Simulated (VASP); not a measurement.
**Cd: single point with PBEsol**

Crystal: Cd.

```
Cd
1.0
     2.95382    0.00000    0.00000
    -1.47691    2.55808    0.00000
     0.00000    0.00000    5.57040
Cd
2
Direct
  0.33333 0.66667 0.25000
  0.66667 0.33333 0.75000
```

```yaml
Program: VASP 6.6.1
Task: single point
Functional: PBEsol
Potentials_or_basis: VASP PAW PBE potentials, release 64 (Cd)
Cutoff: 520 eV
k_mesh: 17 × 17 × 8
Occupations: fermi-dirac, width 0.05 eV
Spin: no spin polarisation
Dipole_correction: no
Further_INCAR_settings: ALGO = Normal; EDIFF = 1e-06; NBANDS = 19
```

```json
{"Pressure": "0.3 GPa", "Band gap on the k mesh": "zero (band 12 reaches 4.33 eV, above the bottom of band 13 at -0.04 eV)"}
```

Stress tensor (GPa, compression positive):
```
 0.64  0.00  0.00
 0.00  0.64  0.00
 0.00  0.00 -0.23
```

Levels at points of the mesh, in eV from the Fermi level:
| k point | band 9 | band 10 | band 11 | band 12 | band 13 | band 14 | band 15 | band 16 |
| --- | --- | --- | --- | --- | --- | --- | --- | --- |
| (0.00, 0.00, 0.00) | -8.72 | -8.46 | -8.46 | -3.21 | -3.04 | 10.67 | 14.54 | 15.10 |
| (0.00, 0.00, 0.50) | -8.57 | -8.57 | -7.56 | -7.56 | 3.75 | 3.75 | 14.87 | 14.87 |

Wall time 28 s on 1 thread of Intel(R) Xeon(R) 6975P-C (Granite Rapids) (shared host), peak memory 0.23 GiB.

Caveat: the PAW data sets were made with another functional, which shifts forces and pressure a little.
